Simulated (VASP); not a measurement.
# Be2NbP3 (P6/mmm) in VASP: notebook

Runs on Be2NbP3. Level: PBE. Tasks: single point.

Everything below comes from runs of VASP 6.6.1. Logs are shortened: lines on timing, memory, paths and dates and some standing lists are left out, and cuts for length are marked.

**1. The cell of the first run**

It takes space group P6/mmm (No. 191, hexagonal). Conventional cell: a = 4.266 Å, b = 4.266 Å, c = 5.781 Å, α = 90.00°, β = 90.00°, γ = 120.00°. Within 1.8 Å of Be (site symmetry 6mm) lie 1 P at 1.32 Å and 1 Nb at 1.57 Å. Within 2.1 Å of Nb (site symmetry 6/mmm) lie 2 Be at 1.57 Å. P (site symmetry -6m2) has 6 P at 2.46 Å and 6 Be at 2.80 Å within 3.3 Å. P (site symmetry 6/mmm) has 2 Be at 1.32 Å within 1.8 Å.

The cell was built from a structure type or drawn by symmetry, and may not be a known phase.

**2. Single point, PBE**

INCAR

```
SYSTEM = Be2NbP3
PREC = Accurate
ENCUT = 600
EDIFF = 1E-6
ISMEAR = 0
SIGMA = 0.1
LREAL = .False.
LASPH = .True.
NELM = 120
ALGO = Normal
ISIF = 2
LWAVE = .False.
LCHARG = .False.
GGA = PE
NBANDS = 25
GGA_COMPAT = .False.
```

KPOINTS

```
regular mesh
0
Gamma
  6 6 4
  0 0 0
```

POSCAR

```
Be2NbP3
1.0
    4.2656198400      0.0000000000      0.0000000000
   -2.1328099200      3.6941351500      0.0000000000
    0.0000000000      0.0000000000      5.7813877000
Be Nb P
2 1 3
Direct
    0.0000000000      0.0000000000      0.2289047400
    0.0000000000      0.0000000000      0.7710952600
    0.0000000000      0.0000000000      0.5000000000
    0.3333333300      0.6666666700      0.0000000000
    0.6666666700      0.3333333300      0.0000000000
    0.0000000000      0.0000000000      0.0000000000
```

Potentials or basis: VASP PAW PBE potentials, release 64 (Be, Nb_sv, P).

On the command line:

```sh
cat potpaw_PBE.64/Be/POTCAR potpaw_PBE.64/Nb_sv/POTCAR potpaw_PBE.64/P/POTCAR > POTCAR
mpirun -np 1 vasp_std > vasp.out
```

OUTCAR:

```text
SYSTEM = Be2NbP3
   PREC = Accurate
   ENCUT = 600
   EDIFF = 1E-6
   ISMEAR = 0
   LREAL = .False.
   LASPH = .True.
   NELM = 120
   ISIF = 2
   GGA = PE

 ion  position               nearest neighbor table
   1  0.000  0.000  0.229-   6 1.32   3 1.57
   2  0.000  0.000  0.771-   6 1.32   3 1.57
   3  0.000  0.000  0.500-   1 1.57   2 1.57   6 2.89   6 2.89
   4  0.333  0.667  0.000-   6 2.46   5 2.46   5 2.46   6 2.46   6 2.46   5 2.46
   5  0.667  0.333  0.000-   4 2.46   6 2.46   4 2.46   6 2.46   6 2.46   4 2.46
   6  0.000  0.000  0.000-   1 1.32   2 1.32   4 2.46   5 2.46   5 2.46   4 2.46   5 2.46   4 2.46
                             3 2.89   3 2.89

 -----------------------------------------------------------------------------
|                                                                             |
|           W    W    AA    RRRRR   N    N  II  N    N   GGGG   !!!           |
|           W    W   A  A   R    R  NN   N  II  NN   N  G    G  !!!           |
|           W    W  A    A  R    R  N N  N  II  N N  N  G       !!!           |
|           W WW W  AAAAAA  RRRRR   N  N N  II  N  N N  G  GGG   !            |
|           WW  WW  A    A  R   R   N   NN  II  N   NN  G    G                |
|           W    W  A    A  R    R  N    N  II  N    N   GGGG   !!!           |
|                                                                             |
|     The distance between some ions is very small. Please check the          |
|     nearest-neighbor list in the OUTCAR file.                               |
|     I HOPE YOU KNOW WHAT YOU ARE DOING!                                     |
|                                                                             |
 -----------------------------------------------------------------------------

  LATTYP: Found a hexagonal cell.
 ALAT       =     4.2656198400
 C/A-ratio  =     1.3553452762

  Lattice vectors:

 A1 = (   4.2656198400,   0.0000000000,   0.0000000000)
 A2 = (  -2.1328099200,   3.6941351500,   0.0000000000)
 A3 = (   0.0000000000,   0.0000000000,   5.7813877000)

Analysis of symmetry for initial positions (statically):
=====================================================================
 Subroutine PRICEL returns:
 Original cell was already a primitive cell.

 Routine SETGRP: Setting up the symmetry group for a
 hexagonal supercell.

 Subroutine GETGRP returns: Found 24 space group operations
 (whereof 24 operations were pure point group operations)
 out of a pool of 24 trial point group operations.

The static configuration has the point symmetry D_6h.

Analysis of symmetry for dynamics (positions and initial velocities):
=====================================================================
 Subroutine PRICEL returns:
 Original cell was already a primitive cell.

 Routine SETGRP: Setting up the symmetry group for a
 hexagonal supercell.

 Subroutine GETGRP returns: Found 24 space group operations
 (whereof 24 operations were pure point group operations)
 out of a pool of 24 trial point group operations.

The dynamic configuration has the point symmetry D_6h.

 Subroutine INISYM returns: Found 24 space group operations
 (whereof 24 operations are pure point group operations),
 and found     1 'primitive' translations

----------------------------------------------------------------------------------------

                                     Primitive cell

  volume of cell :      91.1018

  direct lattice vectors                    reciprocal lattice vectors
     4.265619840  0.000000000  0.000000000     0.234432518  0.135349677  0.000000000
    -2.132809920  3.694135150  0.000000000     0.000000000  0.270699354  0.000000000
     0.000000000  0.000000000  5.781387700     0.000000000  0.000000000  0.172968853

  length of vectors
     4.265619840  4.265619845  5.781387700     0.270699355  0.270699354  0.172968853

  position of ions in fractional coordinates (direct lattice)
     0.000000000  0.000000000  0.228904740
     0.000000000  0.000000000  0.771095260
     0.000000000  0.000000000  0.500000000
     0.333333330  0.666666670  0.000000000
     0.666666670  0.333333330  0.000000000
     0.000000000  0.000000000  0.000000000

  ion indices of the primitive-cell ions
   primitive index   ion index
                 1           1
                 2           2
                 3           3
                 4           4
                 5           5
                 6           6

----------------------------------------------------------------------------------------

 KPOINTS: regular mesh

Automatic generation of k-mesh.
 Grid dimensions read from file:
 generate k-points for:    6    6    4

 Generating k-lattice:

  Cartesian coordinates                     Fractional coordinates (reciprocal lattice)
     0.039072086  0.022558280  0.000000000     0.166666667  0.000000000  0.000000000
     0.000000000  0.045116559  0.000000000     0.000000000  0.166666667  0.000000000
[... 72 lines left out ...]
   LRPA    =     F    only Hartree local field effects (RPA)
 non-spin polarized calculation
 Gauss-broadening in eV      SIGMA  =   0.10
  energy-cutoff  :      600.00
  volume of cell :       91.10
 maximum number of plane-waves:      3101
 NGX is ok and might be reduce to    36
   NGX = 17   NGY = 17   NGZ = 23

 number of electron      32.0000001 magnetization

 Free energy of the ion-electron system (eV)
  ---------------------------------------------------
  ext. energy  EPLUGINS =         0.00000000
  ---------------------------------------------------
  free energy    TOTEN  =        -0.47819761 eV

  energy without entropy =       -0.45429108  energy(sigma->0) =       -0.46624435

 E-fermi :   7.1424     XC(G=0): -10.1400

 val. band max:        7.0886100391   @ k =   0.0000   0.0000   0.2500
 cond. band min:       7.1509114063   @ k =   0.3333   0.3333   0.0000
 fundamental gap:      0.0623013672
 Fermi energy:         7.1423935984

 k-point     1 :       0.0000    0.0000    0.0000
  band No.  band energies     occupation
      1     -47.3492      2.00000
      2     -24.1471      2.00000
      3     -23.5732      2.00000
      4     -23.5732      2.00000
      5      -9.1671      2.00000
      6      -0.6831      2.00000
[... 17 lines left out ...]
     24      13.3176      0.00000
     25      13.3210      0.00000

 k-point     2 :       0.1667   -0.0000    0.0000
  band No.  band energies     occupation
      1     -47.3490      2.00000
      2     -24.1465      2.00000
      3     -23.5778      2.00000
      4     -23.5744      2.00000
      5      -8.8897      2.00000
      6      -2.4413      2.00000
[... 17 lines left out ...]
     24      12.8968      0.00000
     25      13.7560      0.00000

 k-point     3 :       0.3333   -0.0000    0.0000
  band No.  band energies     occupation
      1     -47.3486      2.00000
      2     -24.1454      2.00000
      3     -23.5872      2.00000
      4     -23.5768      2.00000
      5      -8.0693      2.00000
      6      -4.7137      2.00000
[... 17 lines left out ...]
     24      11.6374      0.00000
     25      12.7101      0.00000

 k-point     4 :       0.5000   -0.0000    0.0000
  band No.  band energies     occupation
      1     -47.3484      2.00000
      2     -24.1449      2.00000
      3     -23.5918      2.00000
      4     -23.5780      2.00000
      5      -7.0093      2.00000
      6      -6.2848      2.00000
[... 17 lines left out ...]
     24      11.5222      0.00000
     25      12.4586      0.00000
[... 393 lines left out ...]
 k-point    19 :       0.1667    0.1667    0.5000
  band No.  band energies     occupation
      1     -47.3486      2.00000
      2     -24.1469      2.00000
      3     -23.5839      2.00000
      4     -23.5770      2.00000
      5      -8.3357      2.00000
      6      -3.7296      2.00000
[... 17 lines left out ...]
     24      11.1972      0.00000
     25      13.7682      0.00000

 k-point    20 :       0.3333    0.1667    0.5000
  band No.  band energies     occupation
      1     -47.3483      2.00000
      2     -24.1461      2.00000
      3     -23.5893      2.00000
      4     -23.5803      2.00000
      5      -7.2853      2.00000
      6      -5.5152      2.00000
[... 17 lines left out ...]
     24      11.7235      0.00000
     25      11.9567      0.00000

 k-point    21 :       0.3333    0.3333    0.5000
  band No.  band energies     occupation
      1     -47.3482      2.00000
      2     -24.1459      2.00000
      3     -23.5863      2.00000
      4     -23.5863      2.00000
      5      -6.4728      2.00000
      6      -5.4558      2.00000
[... 17 lines left out ...]
     24      12.4879      0.00000
     25      12.6730      0.00000

------------------------ aborting loop because EDIFF is reached ----------------------------------------

  FORCE on cell =-STRESS in cart. coord.  units (eV):
  Direction    XX          YY          ZZ          XY          YZ          ZX
  --------------------------------------------------------------------------------------
  -------------------------------------------------------------------------------------
  Total        3.6164548      3.6164548    141.2695409      0.0000000     -0.0000000      0.0000000
  in kB       63.6013888     63.6013889   2484.4604876      0.0000000     -0.0000000      0.0000000
  external PRESSURE =     870.5544218 kB  Pullay stress =       0.0000000 kB

 VOLUME and BASIS-vectors are now :
 -----------------------------------------------------------------------------
  energy-cutoff  :      600.00
  volume of cell :       91.10
      direct lattice vectors                 reciprocal lattice vectors
     4.265619840  0.000000000  0.000000000     0.234432518  0.135349677  0.000000000
    -2.132809920  3.694135150  0.000000000     0.000000000  0.270699354  0.000000000
     0.000000000  0.000000000  5.781387700     0.000000000  0.000000000  0.172968853

 POSITION                                       TOTAL-FORCE (eV/Angst)
 -----------------------------------------------------------------------------------
      0.00000      0.00000      1.32339        -0.000000      0.000000     20.011361
      0.00000      0.00000      4.45800        -0.000000      0.000000    -20.011361
      0.00000      0.00000      2.89069        -0.000000      0.000000      0.000000
     -0.00000      2.46276      0.00000         0.000000     -0.000000      0.000000
      2.13281      1.23138      0.00000        -0.000000     -0.000000      0.000000
      0.00000      0.00000      0.00000        -0.000000      0.000000      0.000000
 -----------------------------------------------------------------------------------
    total drift:                                0.000000      0.000000     -0.000000

  FREE ENERGIE OF THE ION-ELECTRON SYSTEM (eV)
  ---------------------------------------------------
  free  energy   TOTEN  =        -0.4781976142 eV

  energy  without entropy=       -0.4542910826  energy(sigma->0) =       -0.46624435
```

It took 89 s on 1 thread of Intel Xeon 8259CL, shared host; peak memory 0.26 GiB.

Results:

```
Free energy            : -0.4782 eV
Pressure               : 87.1 GPa
Largest force          : 20.011 eV/Å
Band gap on the k mesh : zero (bands 16 and 17 overlap by 0.96 eV)
```

Forces in eV/Å, atoms in the order of the input:
```
Be    0.000   0.000  20.011
Be    0.000   0.000 -20.011
Nb    0.000   0.000   0.000
P     0.000   0.000   0.000
P     0.000   0.000   0.000
P     0.000   0.000   0.000
```

Caveat: atoms lie so close that the PAW spheres overlap strongly, which falsifies energies and pressures; the cell stands under pressure; forces of over 1 eV/Å act on the atoms, so gaps and moduli don't describe the material at rest.

**3. Single point, PBE**

This run uses another cell than the first one, of 22.44 Å³/atom.

INCAR

```
ALGO = Normal
EDIFF = 1E-6
ENCUT = 600
GGA = PE
GGA_COMPAT = F
ISIF = 2
ISMEAR = 0
LASPH = T
LCHARG = T
LELF = T
LREAL = F
LVHAR = T
LWAVE = F
NBANDS = 25
NELM = 120
PREC = Accurate
SIGMA = 0.1
```

KPOINTS

```
k-points
0
Gamma
  6 6 4
```

POSCAR

```
Be2NbP3
1.0
    4.1301525442      0.0000000000      0.0000000000
   -2.0650762721      3.5768170248      0.0000000000
    0.0000000000      0.0000000000      9.1128048773
Be Nb P
2 1 3
Direct
    0.0000000000      0.0000000000      0.2270786595
    0.0000000000      0.0000000000      0.7729213405
    0.0000000000      0.0000000000      0.5000000000
    0.3333333333      0.6666666667      0.0000000000
    0.6666666667      0.3333333333      0.0000000000
    0.0000000000      0.0000000000      0.0000000000
```

Potentials or basis: VASP PAW PBE potentials, release 64 (Be, Nb_sv, P).

On the command line:

```sh
cat potpaw_PBE.64/Be/POTCAR potpaw_PBE.64/Nb_sv/POTCAR potpaw_PBE.64/P/POTCAR > POTCAR
mpirun -np 1 vasp_std > vasp.out
```

Wall time 3.3 min (1 thread of Intel Xeon 8259CL, shared host); peak memory 0.35 GiB.

The run converged. Its results:

```
Free energy            : -23.2087 eV
Pressure               : -0.1 GPa
Largest force          : 0.018 eV/Å
Band gap on the k mesh : zero (bands 16 and 17 overlap by 0.36 eV)
```

Forces in eV/Å, atoms in the order of the input:
```
Be   0.000  0.000  0.018
Be   0.000  0.000 -0.018
Nb   0.000  0.000  0.000
P    0.000  0.000  0.000
P    0.000  0.000  0.000
P    0.000  0.000  0.000
```

Stress tensor (GPa, compression positive):
```
-0.19  0.00  0.00
 0.00 -0.19  0.00
 0.00  0.00  0.14
```

Levels at points of the mesh, in eV from the Fermi level:
```
           k point  band 12  band 13  band 14  band 15  band 16  band 17  band 18  band 19  band 20  band 21
(0.00, 0.00, 0.00)    -5.50    -3.75    -1.26    -1.04     0.13     0.21     0.21     0.41     0.41     1.18
(0.50, 0.00, 0.00)    -0.68    -0.45    -0.25     0.07     0.09     0.48     0.62     1.16     1.64     1.96
(0.00, 0.00, 0.50)    -5.50    -3.26    -2.20    -1.22     0.08     0.21     0.21     0.48     0.48     2.02
(0.50, 0.00, 0.50)    -0.90    -0.70    -0.58    -0.14     0.23     0.88     1.09     1.16     1.56     1.63
```

**4. Single point, PBE, collinear spin**

This run uses another cell than the first one, of 22.44 Å³/atom.

INCAR

```
  PREC = Accurate
  ENCUT = 600
  EDIFF = 1E-6
  ISMEAR = 0
  SIGMA = 0.1
  LREAL = False
  LASPH = True
  NELM = 200
  ALGO = Normal
  ISIF = 2
  LWAVE = False
  LCHARG = False
  ISPIN = 2
  MAGMOM = 0 0 1 0 0 0
  LORBIT = 11
  LMAXMIX = 4
  GGA = PE
  NBANDS = 29
  GGA_COMPAT = False
```

KPOINTS

```
regular mesh
0
Gamma
  6 6 2
```

POSCAR is that of step 3.

On the command line:

```sh
cat potpaw_PBE.64/Be/POTCAR potpaw_PBE.64/Nb_sv/POTCAR potpaw_PBE.64/P/POTCAR > POTCAR
mpirun -np 1 vasp_std > vasp.out
```

Run time: 6.5 min. Hardware: 1 thread of Intel Xeon 8259CL, shared host; peak memory 0.45 GiB.

It converged, with:

```yaml
Free_energy: -23.2227 eV
Pressure: -0.1 GPa
Largest_force: 0.065 eV/Å
Band_gap_on_the_k_mesh: zero (filled and empty bands overlap)
Net_moment: 0.00 μB per cell
Valence_electrons_inside_the_program's_atomic_spheres: Be 0.86; Nb 10.41; P 2.41, 2.50 (each value once)
```

Forces on the atoms (eV/Å):
```
Be   0.000  0.000  0.065
Be   0.000  0.000 -0.065
Nb   0.000  0.000  0.000
P    0.000  0.000  0.000
P    0.000  0.000  0.000
P    0.000  0.000  0.000
```

Stress tensor (GPa, compression positive):
```
-0.26  0.00  0.00
 0.00 -0.26  0.00
 0.00  0.00  0.28
```

Levels at points of the mesh, in eV from the Fermi level:
Spin up:
```csv
k point,band 12,band 13,band 14,band 15,band 16,band 17,band 18,band 19,band 20,band 21
"(0.00, 0.00, 0.00)",-5.50,-3.72,-1.23,-1.01,0.13,0.23,0.23,0.44,0.44,1.20
"(0.50, 0.00, 0.00)",-0.65,-0.42,-0.24,0.10,0.11,0.51,0.62,1.17,1.64,1.96
"(0.00, 0.00, 0.50)",-5.50,-3.23,-2.17,-1.19,0.08,0.23,0.23,0.51,0.51,2.03
"(0.50, 0.00, 0.50)",-0.87,-0.67,-0.55,-0.14,0.26,0.91,1.10,1.17,1.58,1.63
```
Spin down:
| k point | band 12 | band 13 | band 14 | band 15 | band 16 | band 17 | band 18 | band 19 | band 20 | band 21 |
| --- | --- | --- | --- | --- | --- | --- | --- | --- | --- | --- |
| (0.00, 0.00, 0.00) | -5.50 | -3.72 | -1.23 | -1.01 | 0.13 | 0.23 | 0.23 | 0.44 | 0.44 | 1.20 |
| (0.50, 0.00, 0.00) | -0.65 | -0.42 | -0.24 | 0.11 | 0.12 | 0.51 | 0.62 | 1.17 | 1.64 | 1.96 |
| (0.00, 0.00, 0.50) | -5.50 | -3.23 | -2.17 | -1.19 | 0.08 | 0.23 | 0.23 | 0.51 | 0.51 | 2.03 |
| (0.50, 0.00, 0.50) | -0.87 | -0.67 | -0.55 | -0.14 | 0.26 | 0.91 | 1.10 | 1.17 | 1.58 | 1.63 |

**5. Overview**

```csv
spin,cell,k mesh,gap on the mesh (eV),pressure (GPa),largest force (eV/Å)
off,"a = 4.266, b = 4.266, c = 5.781 Å, angles 90.0, 90.0, 120.0°, 6 atoms",6 × 6 × 4,none,87.1,20.01
off,"a = 4.130, b = 4.130, c = 9.113 Å, angles 90.0, 90.0, 120.0°, 6 atoms",6 × 6 × 4,none,-0.1,0.02
collinear,"a = 4.130, b = 4.130, c = 9.113 Å, angles 90.0, 90.0, 120.0°, 6 atoms",6 × 6 × 2,none,-0.1,0.06
```

Alike in all rows: task single point; level PBE; potentials or basis VASP PAW PBE potentials, release 64 (Be, Nb_sv, P); cutoff (eV) 600; smearing gaussian 0.1 eV.

Caveats: atoms lie so close that the PAW spheres overlap strongly, which falsifies energies and pressures (at least some runs); the cell stands under pressure (at least some runs); forces of over 1 eV/Å act on the atoms, so gaps and moduli don't describe the material at rest (at least some runs).

Total energies depend on the potentials used, so only differences within one code and one set of settings carry meaning.
